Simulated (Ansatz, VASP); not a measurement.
**Two plane-wave programs on Al3Cu2**

```
CELL_PARAMETERS angstrom
4.09195 0.00000 0.00000
-2.04598 3.54373 0.00000
0.00000 0.00000 4.99278
ATOMIC_POSITIONS crystal
Al 0.00000 0.00000 0.00000
Al 0.33333 0.66667 0.34992
Al 0.66667 0.33333 0.65007
Cu 0.33333 0.66667 0.83951
Cu 0.66667 0.33333 0.16049
```

Alike in both runs: task single point; functional PBEsol; k mesh 6 × 6 × 4; occupations methfessel-paxton of order 1, width 0.1 eV; no spin polarisation.

|  | VASP | Ansatz |
| --- | --- | --- |
| version | VASP 6.6.1 | Ansatz 0.2.0 |
| potentials or method | VASP PAW PBE potentials, release 64 (Al, Cu), cutoff 520 eV | plane waves, PAW |
| valence electrons in the cell | 31 | 47 |

```tsv
	VASP	Ansatz	Ansatz less VASP
pressure (GPa)	0.7	0.1	-0.63
traceless stress, the component that is largest in VASP (GPa)	0.91	0.87	-0.043
rms of the force components (eV/Å)	0.032	0.032	+0.0005
```

VASP's potentials were made for PBE, not for PBEsol. Atom by atom the forces differ by 0.003 eV/Å (rms over components). VASP's potentials hold 31 valence electrons a cell and Ansatz's 47, so a difference there can come from the potentials and not from the codes.
